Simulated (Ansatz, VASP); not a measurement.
## One calculation of HRh2, two programs

```
CELL_PARAMETERS angstrom
0.00000 2.57445 2.57445
2.57445 0.00000 2.57445
2.57445 2.57445 0.00000
ATOMIC_POSITIONS crystal
H 0.00000 0.00000 0.00000
Rh 0.25000 0.25000 0.25000
Rh 0.75000 0.75000 0.75000
```

Alike in both runs: task relaxation of cell and atoms; functional PBE; k mesh 16 × 16 × 16; occupations gaussian, width 0.1 eV; no spin polarisation.

|  | VASP | Ansatz |
| --- | --- | --- |
| version | VASP 6.6.1 | Ansatz 0.2.0 |
| potentials or method | VASP PAW PBE potentials, release 64 (H, Rh_pv), cutoff 600 eV | scalar-relativistic, plane waves, PAW |
| valence electrons in the cell | 31 | 35 |

VASP gave:

- gap on the k mesh at the Fermi level, each at its own relaxed structure (eV): none
- relaxed volume (Å³/atom): 11.40
- relaxed length of the cell vector where the two differ most in proportion (Å): 3.643

Question: Which values does Ansatz return?

Answer: gap on the k mesh at the Fermi level, each at its own relaxed structure (eV): none; relaxed volume (Å³/atom): 11.40; relaxed length of the cell vector where the two differ most in proportion (Å): 3.644.

A gap of «none» marks a metal or a gap that the smearing closes. VASP's potentials hold 31 valence electrons a cell and Ansatz's 35, so a difference there can come from the potentials and not from the codes.
